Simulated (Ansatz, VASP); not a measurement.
One calculation of TeW, two programs

```
Te W
1.0
     3.34340    0.00000    0.00000
     0.00000    3.34340    0.00000
     0.00000    0.00000    3.33664
Te W
1 1
Direct
  0.50000 0.50000 0.50000
  0.00000 0.00000 0.00000
```

Change from the starting cell: species swapped into the ZnPt type (P4/mmm, No. 123).

Alike in both runs: functional PBE; k mesh 6 × 6 × 5; occupations gaussian, width 0.2 eV; no spin polarisation.

Ansatz relaxed the structure, and its values are those at the end. VASP's run is a single point on that final structure, the one shown.

```csv
,VASP,Ansatz
version,VASP 6.6.1,Ansatz 0.2.0
potentials or method,"VASP PAW PBE potentials, release 64 (Te, W_sv), cutoff 500 eV","scalar-relativistic, plane waves, PAW"
valence electrons in the cell,20,30
```

|  | VASP | Ansatz | Ansatz less VASP |
| --- | --- | --- | --- |
| gap on the k mesh at the Fermi level (eV) | none | none | - |
| pressure (GPa) | 0.0 | 0.0 | +0.01 |

A gap of «none» marks a metal or a gap that the smearing closes. VASP's potentials hold 20 valence electrons a cell and Ansatz's 30, so a difference there can come from the potentials and not from the codes.

The k mesh is coarse, so the values compare programs but aren't converged. Neither program's run includes spin-orbit coupling.
